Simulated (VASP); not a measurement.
A run of VASP 6.6.1:

File INCAR:

```
SYSTEM = Zn
PREC = Accurate
ENCUT = 520
EDIFF = 1E-7
ISMEAR = -1
SIGMA = 0.05
LREAL = .False.
LASPH = .True.
NELM = 80
ALGO = Fast
ISIF = 2
LWAVE = .False.
LCHARG = .True.
GGA = PE
IVDW = 12
LELF = .True.
LVHAR = .True.
NBANDS = 12
```

File KPOINTS:

```
Automatic mesh
0
Gamma
  11 12 12
  0 0 0
```

POSCAR

```
Zn
1.0
   -1.2848042038      1.8454974422      1.7247485984
    1.2863693049     -1.6880191716      1.5620182677
    1.2862769893      1.6726643741     -1.5820997175
Zn
1
Direct
    0.0000000000      0.0000000000      0.0000000000
```

Potentials or basis: VASP PAW PBE potentials, release 64 (Zn).

Run with:

```sh
$ cat potpaw_PBE.64/Zn/POTCAR > POTCAR
$ mpirun -np 1 vasp_std > vasp.out
```

Hardware: 1 thread of Intel(R) Xeon(R) 6975P-C (Granite Rapids), with other jobs on the host.

Question: How long does it take, and how much memory?

Answer: Run time: 70 s on 1 thread of Intel(R) Xeon(R) 6975P-C (Granite Rapids), with other jobs on the host, peak memory 0.24 GiB. Counts: scf iterations 12, k points 794.
